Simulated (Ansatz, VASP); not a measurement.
## Two plane-wave programs on WC

File INCAR:

```
ALGO = Normal
EDIFF = 1E-8
ENCUT = 520
GGA = PS
ISIF = 2
ISMEAR = -1
LASPH = T
LCHARG = F
LEFG = T
LREAL = F
LWAVE = F
NBANDS = 16
NELM = 100
PREC = Accurate
SIGMA = 0.15
```

Contents of KPOINTS:

```
k-points
0
Gamma
  18 18 14
```

The input POSCAR:

```
WC
1.0
    2.8993973064      0.0000000000      0.0000000000
   -1.4496986532      2.5109517230      0.0000000000
    0.0000000000      0.0000000000      2.8265238297
W C
1 1
Direct
    0.0000000000      0.0000000000      0.0000000000
    0.6666666667      0.3333333333      0.5000000000
```

Input for Ansatz:

```yaml
crystal:
  lattice:
    - [2.8993973064, 0.0, 0.0]
    - [-1.4496986532, 2.510951723, 0.0]
    - [0.0, 0.0, 2.8265238297]
  atoms:
    - { symbol: W, position: [0.0, 0.0, 0.0] }
    - { symbol: C, position: [0.6666666667, 0.3333333333, 0.5] }
basis:
  ecutwfc: 420
kpoints:
  mp_grid: { grid: [18, 18, 14] }
hamiltonian:
  xc: pbesol
scf:
  occupations: { method: fermi_dirac, width: 0.15 }
output:
  forces: true
  stress: true
  eigenvalues: true
  efg: {}
checkpoint:
  read: start.run
  write: ck
  compress: false
  write_wavefunctions: false
  write_every: 100000
```

Alike in both runs: task electric field gradients; functional PBEsol; k mesh 18 × 18 × 14; occupations fermi-dirac, width 0.15 eV; no spin polarisation.

|  | VASP | Ansatz |
| --- | --- | --- |
| version | VASP 6.6.1 | Ansatz 0.2.0 |
| potentials or method | VASP PAW PBE potentials, release 64 (W_sv, C), cutoff 520 eV | scalar-relativistic, plane waves, PAW |
| valence electrons in the cell | 18 | 18 |

VASP gave:

| Quantity | Value |
| --- | --- |
| gap on the k mesh at the Fermi level (eV) | none |
| pressure (GPa) | 1.3 |
| traceless stress, the component that is largest in VASP (GPa) | 0.23 |
| size of Vzz on the site where it differs most (V/Å²) | 146.1 |

Which values does Ansatz return?

gap on the k mesh at the Fermi level (eV): none; pressure (GPa): 0.0; traceless stress, the component that is largest in VASP (GPa): 0.00; size of Vzz on the site where it differs most (V/Å²): 141.2.

VASP's potentials were made for PBE, not for PBEsol. A gap of «none» marks a metal or a gap that the smearing closes. With one functional, cell and mesh, what is left measures potentials, basis and numerics.

Neither program's run includes spin-orbit coupling.
